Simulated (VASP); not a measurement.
Set up this calculation in VASP 6.6.1, as the native input.

| Quantity | Value |
| --- | --- |
| Task | single point |
| Functional | PBE |
| Potentials or basis | VASP PAW PBE potentials, release 64 (Cu, Si) |
| Cutoff | 520 eV |
| k mesh | 5 × 5 × 1 |
| Occupations | gaussian, width 0.1 eV |
| Spin | no spin polarisation |
| Dipole correction | yes |
| Further INCAR settings | ALGO = Normal; EDIFF = 1e-06; NBANDS = 80 |

The structure of Cu12Si lies in POSCAR:

```
Cu12Si
1.0
    5.1332392713      0.0000000000      0.0000000000
    0.0000000000      5.1332392713      0.0000000000
    0.0000000000      0.0000000000     19.0289058448
Cu Si
12 1
Direct
    0.2500000000      0.2500000000      0.2102065160
    0.2500000000      0.7500000000      0.2102065160
    0.7500000000      0.2500000000      0.2102065160
    0.7500000000      0.7500000000      0.2102065160
    0.0000000000      0.0000000000      0.3029343270
    0.0000000000      0.5000000000      0.3029343270
    0.5000000000      0.0000000000      0.3029343270
    0.5000000000      0.5000000000      0.3029343270
    0.2500000000      0.2500000000      0.3956562666
    0.2500000000      0.7500000000      0.3956562666
    0.7500000000      0.2500000000      0.3956562666
    0.7500000000      0.7500000000      0.3956562666
    0.4166666667      0.5000000000      0.4800567515
```

One way to write it, as run:

INCAR

```
ALGO = Normal ; DIPOL = 0.5 0.5 0.317
EDIFF = 1E-6 ; ENCUT = 520
GGA = PE ; IDIPOL = 3
ISIF = 2 ; ISMEAR = 0
LASPH = True ; LCHARG = True
LDIPOL = True ; LELF = True
LREAL = False ; LVACPOTAV = True
LVHAR = True ; LWAVE = False
NBANDS = 80 ; NELM = 60
PREC = Accurate ; SIGMA = 0.1
```

KPOINTS

```
k-points
0
Gamma
  5 5 1
```

Potentials or basis: VASP PAW PBE potentials, release 64 (Cu, Si).

Run with:

```sh
$ cat potpaw_PBE.64/Cu/POTCAR potpaw_PBE.64/Si/POTCAR > POTCAR
$ mpirun -np 1 vasp_std > vasp.out
```

Results of the run:

- Largest force: 1.079 eV/Å
- Band gap on the k mesh: zero (bands 68 and 69 overlap by 0.59 eV)

It took 13 min on 1 thread of Intel(R) Xeon(R) Platinum 8488C (Sapphire Rapids), on a shared host, peak memory 0.65 GiB.
